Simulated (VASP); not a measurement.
# Os (P6_3/mmc) in VASP: single point with PBE

Aim: the single point of Os with PBE.

All numbers are computed with VASP 6.6.1; they aren't measurements. Logs are shortened: lines on timing, memory, paths and dates and some standing lists are left out, and cuts for length are marked.

### 1 The cell of the first run

Symmetry: P6_3/mmc, No. 194, hexagonal system. The conventional cell has a = 2.731 Å, b = 2.731 Å, c = 4.424 Å, α = 90.00°, β = 90.00°, γ = 120.00°. Within 3.6 Å of Os (site symmetry -6m2) lie 12 Os at 2.72 to 2.73 Å.

### 2 Single point, PBE

Contents of INCAR:

```
  PREC = Accurate
  ENCUT = 520
  EDIFF = 1E-6
  ISMEAR = -1
  SIGMA = 0.0816
  LREAL = False
  LASPH = True
  NELM = 80
  ALGO = Normal
  ISIF = 2
  LWAVE = False
  LCHARG = False
  GGA = PE
  NBANDS = 15
```

Contents of KPOINTS:

```
Automatic mesh
0
Gamma
  11 11 6
```

Contents of POSCAR:

```
Os
1.0
    2.7305981567      0.0000000000      0.0000000000
   -1.3652990784      2.3647673712      0.0000000000
    0.0000000000      0.0000000000      4.4235690139
Os
2
Direct
    0.3333333330      0.6666666670      0.2500000000
    0.6666666670      0.3333333330      0.7500000000
```

Potentials or basis: VASP PAW PBE potentials, release 64 (Os).

On the command line:

```
$ cat potpaw_PBE.64/Os/POTCAR > POTCAR
$ mpirun -np 1 vasp_std > vasp.out
```

OUTCAR:

```text
PREC = Accurate
   ENCUT = 520
   EDIFF = 1E-6
   ISMEAR = -1
   LREAL = False
   LASPH = True
   NELM = 80
   ISIF = 2
   GGA = PE

 ion  position               nearest neighbor table
   1  0.333  0.667  0.250-   2 2.72   2 2.72   2 2.72   2 2.72   2 2.72   2 2.72
   2  0.667  0.333  0.750-   1 2.72   1 2.72   1 2.72   1 2.72   1 2.72   1 2.72

  LATTYP: Found a hexagonal cell.
 ALAT       =     2.7305981567
 C/A-ratio  =     1.6200000000

  Lattice vectors:

 A1 = (   2.7305981567,   0.0000000000,   0.0000000000)
 A2 = (  -1.3652990784,   2.3647673712,   0.0000000000)
 A3 = (   0.0000000000,   0.0000000000,   4.4235690139)

Analysis of symmetry for initial positions (statically):
=====================================================================
 Subroutine PRICEL returns:
 Original cell was already a primitive cell.

 Routine SETGRP: Setting up the symmetry group for a
 hexagonal supercell.

 Subroutine GETGRP returns: Found 24 space group operations
 (whereof 12 operations were pure point group operations)
 out of a pool of 24 trial point group operations.

The static configuration has the point symmetry D_3d.
 The point group associated with its full space group is D_6h.

Analysis of symmetry for dynamics (positions and initial velocities):
=====================================================================
 Subroutine PRICEL returns:
 Original cell was already a primitive cell.

 Routine SETGRP: Setting up the symmetry group for a
 hexagonal supercell.

 Subroutine GETGRP returns: Found 24 space group operations
 (whereof 12 operations were pure point group operations)
 out of a pool of 24 trial point group operations.

The dynamic configuration has the point symmetry D_3d.
 The point group associated with its full space group is D_6h.

 Subroutine INISYM returns: Found 24 space group operations
 (whereof 12 operations are pure point group operations),
 and found     1 'primitive' translations

----------------------------------------------------------------------------------------

                                     Primitive cell

  volume of cell :      28.5640

  direct lattice vectors                    reciprocal lattice vectors
     2.730598157  0.000000000  0.000000000     0.366220126  0.211437288  0.000000000
    -1.365299078  2.364767371  0.000000000     0.000000000  0.422874576  0.000000000
     0.000000000  0.000000000  4.423569014     0.000000000  0.000000000  0.226061806

  length of vectors
[... 92 lines left out ...]
   PSTRESS=    0.0 pullay stress
   NELECT =      16.0000    total number of electrons
   NUPDOWN=      -1.0000    fix difference up-down
   EMIN   =  10.00;   EMAX   =-10.00  energy-range for DOS
   EFERMI =   0.00;   METHOD = LEGACY
   ISMEAR =    -1;   SIGMA  =   0.08  broadening in eV -4-tet -1-fermi 0-gaus
   EFERMI_NEDOS =   21; number of points for ismear=-14 and -15
   IALGO  =     38    algorithm
   IMIX   =      4    mixing-type and parameters
     AMIX     =   0.40;   BMIX     =  1.00
     AMIX_MAG =   1.60;   BMIX_MAG =  1.00
  volume/ion in A,a.u.               =      14.28        96.38
  Fermi-wavevector in a.u.,A,eV,Ry     =   1.349507  2.550199 24.778511  1.821169
  Thomas-Fermi vector in A             =   2.477088
   LORBIT       =      0    0 simple, 1 ext, 2 COOP (PROOUT), +10 PAW based schemes
   GGA     = PE    functional components
   LHFCALC =     F    Hartree Fock is set to
   AEXX    =    0.0000 exact exchange contribution
   IVDW    =     0    specifies the selected vdW correction
   LEPSILON=     F    determine dielectric tensor
   LRPA    =     F    only Hartree local field effects (RPA)
 non-spin polarized calculation
  energy-cutoff  :      520.00
  volume of cell :       28.56
 maximum number of plane-waves:       785
   NGX = 11   NGY = 11   NGZ = 17

 number of electron      15.9999999 magnetization

 Free energy of the ion-electron system (eV)
  ---------------------------------------------------
  ext. energy  EPLUGINS =         0.00000000
  ---------------------------------------------------
  free energy    TOTEN  =       -22.48093701 eV

  energy without entropy =      -22.44502601  energy(sigma->0) =      -22.46298151

 E-fermi :   9.1151     XC(G=0): -13.9386

 val. band max:        9.1121070239   @ k =   0.0909   0.0000   0.3333
 cond. band min:       9.1170660756   @ k =   0.2727   0.1818   0.1667
 fundamental gap:      0.0049590517
 Fermi energy:         9.1150759894

 k-point     1 :       0.0000    0.0000    0.0000
  band No.  band energies     occupation
      1      -1.6012      2.00000
      2       1.5218      2.00000
      3       6.1595      2.00000
      4       6.2329      2.00000
      5       6.2329      2.00000
      6       6.9790      2.00000
      7       6.9790      2.00000
      8       7.8630      2.00000
      9       7.8630      2.00000
     10       8.9012      1.86433
     11      10.8000      0.00000
     12      10.8000      0.00000
     13      17.6574      0.00000
     14      23.3315      0.00000
[... 401 lines left out ...]
      2       3.1571      2.00000
      3       4.4882      2.00000
      4       4.7678      2.00000
      5       5.8987      2.00000
      6       6.5682      2.00000
      7       7.1444      2.00000
      8       7.9760      2.00000
      9       8.6818      1.99016
     10       8.9899      1.64520
     11      11.1168      0.00000
     12      14.3781      0.00000
     13      19.1634      0.00000
     14      24.1978      0.00000
     15      25.3294      0.00000

 [... further k-points ...]

------------------------ aborting loop because EDIFF is reached ----------------------------------------

  FORCE on cell =-STRESS in cart. coord.  units (eV):
  Direction    XX          YY          ZZ          XY          YZ          ZX
  --------------------------------------------------------------------------------------
  -------------------------------------------------------------------------------------
  Total        0.7598082      0.7598082     -1.6592925     -0.0000000     -0.0000000      0.0000000
  in kB       42.6182418     42.6182418    -93.0710292     -0.0000000     -0.0000000      0.0000000
  external PRESSURE =      -2.6115152 kB  Pullay stress =       0.0000000 kB

 VOLUME and BASIS-vectors are now :
 -----------------------------------------------------------------------------
  energy-cutoff  :      520.00
  volume of cell :       28.56
      direct lattice vectors                 reciprocal lattice vectors
     2.730598157  0.000000000  0.000000000     0.366220126  0.211437288  0.000000000
    -1.365299078  2.364767371  0.000000000     0.000000000  0.422874576  0.000000000
     0.000000000  0.000000000  4.423569014     0.000000000  0.000000000  0.226061806

 POSITION                                       TOTAL-FORCE (eV/Angst)
 -----------------------------------------------------------------------------------
     -0.00000      1.57651      1.10589        -0.000000      0.000000      0.000000
      1.36530      0.78826      3.31768         0.000000     -0.000000      0.000000
 -----------------------------------------------------------------------------------
    total drift:                               -0.000000      0.000000     -0.000000

  FREE ENERGIE OF THE ION-ELECTRON SYSTEM (eV)
  ---------------------------------------------------
  free  energy   TOTEN  =       -22.4809370052 eV

  energy  without entropy=      -22.4450260138  energy(sigma->0) =      -22.46298151
```

OSZICAR:

```text
N       E                     dE             d eps       ncg     rms          rms(c)
DAV:   1     0.101993188687E+03    0.10199E+03   -0.74356E+03  1920   0.102E+03
DAV:   2    -0.189758511716E+02   -0.12097E+03   -0.10588E+03  1962   0.326E+02
DAV:   3    -0.238753012161E+02   -0.48995E+01   -0.47316E+01  2585   0.569E+01
DAV:   4    -0.239117466720E+02   -0.36445E-01   -0.36312E-01  2074   0.514E+00
DAV:   5    -0.239119488135E+02   -0.20214E-03   -0.20211E-03  2627   0.355E-01    0.223E+01
DAV:   6    -0.228024255691E+02    0.11095E+01   -0.94549E-01  2424   0.828E+00    0.995E+00
DAV:   7    -0.224890370507E+02    0.31339E+00   -0.63206E-01  2487   0.661E+00    0.516E-01
DAV:   8    -0.224836757293E+02    0.53613E-02   -0.60237E-03  1955   0.582E-01    0.329E-01
DAV:   9    -0.224809353847E+02    0.27403E-02   -0.16041E-03  2368   0.397E-01    0.479E-02
DAV:  10    -0.224809626056E+02   -0.27221E-04   -0.69081E-05  2487   0.718E-02    0.909E-03
DAV:  11    -0.224809377581E+02    0.24848E-04   -0.48048E-06  2221   0.233E-02    0.133E-03
DAV:  12    -0.224809370052E+02    0.75285E-06   -0.78090E-08  1303   0.275E-03
   1 F= -.22480937E+02 E0= -.22462982E+02  d E =-.359110E-01
```

stdout:

```text
POSCAR found type information on POSCAR Os
 POSCAR found :  1 types and       2 ions
 scaLAPACK will be used
 LDA part: xc-table for (Slater+PW92), standard interpolation
 POSCAR, INCAR and KPOINTS ok, starting setup
 FFT: planning ... GRIDC
 FFT: planning ... GRID_SOFT
 FFT: planning ... GRID
 WAVECAR not read
 entering main loop
```

Run time: 31 s. Hardware: 1 thread of Intel Xeon 8259CL, shared host; peak memory 0.15 GiB.

What came out:

| Item | Value |
| --- | --- |
| Free energy | -22.4809 eV |
| Pressure | -0.3 GPa |
| Band gap on the k mesh | zero (band 8 reaches 11.29 eV, above the bottom of band 9 at 7.54 eV) |

Caveat: spin-orbit coupling is left out, which moves the levels of the heavy elements.
